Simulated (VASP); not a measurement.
Write the native input for VASP 6.6.1 that does the following.

```
Task                   : single point
Functional             : LDA
Potentials or basis    : VASP PAW LDA potentials, release 64 (S)
Cutoff                 : 520 eV
k mesh                 : 16 × 16 × 16
Occupations            : fermi-dirac, width 0.08 eV
Spin                   : no spin polarisation
Dipole correction      : no
Further INCAR settings : ALGO = Normal; EDIFF = 1e-07; NBANDS = 9
```

The structure of S lies in POSCAR:

```
S
1.0
   -1.2997173388      1.2997173388      1.2997173388
    1.2997173388     -1.2997173388      1.2997173388
    1.2997173388      1.2997173388     -1.2997173388
S
1
Direct
    0.0000000000      0.0000000000      0.0000000000
```

This cell differs from its parent crystal: volume scaled by 0.6, core large.

One way to write it, as run:

INCAR

```
PREC     = Accurate       # precision mode
ENCUT    = 520            # plane-wave cutoff, eV
EDIFF    = 1E-7           # SCF threshold, eV
ISMEAR   = -1             # smearing method
SIGMA    = 0.08           # smearing width, eV
LREAL    = F              # projectors in reciprocal space
LASPH    = T              # aspherical terms in the spheres
NELM     = 80             # most SCF steps
ALGO     = Normal         # electronic algorithm
ISIF     = 2              # what is computed and relaxed
LWAVE    = F              # write WAVECAR
LCHARG   = T              # write CHGCAR
LELF     = T              # ELF
LVHAR    = T            
NBANDS   = 9              # bands
```

KPOINTS

```
regular mesh
0
Gamma
  16 16 16
```

Potentials or basis: VASP PAW LDA potentials, release 64 (S).

The run is started by

```bash
$ cat potpaw_LDA.64/S/POTCAR > POTCAR
$ mpirun -np 1 vasp_std > vasp.out
```

It gave:

| Item | Value |
| --- | --- |
| Pressure | 142.8 GPa |
| Band gap on the k mesh | zero (band 3 reaches 26.31 eV, above the bottom of band 4 at 9.56 eV) |

Run time: 9.3 s on 1 thread of Intel(R) Xeon(R) Platinum 8488C (Sapphire Rapids), on a shared host, peak memory 0.11 GiB.
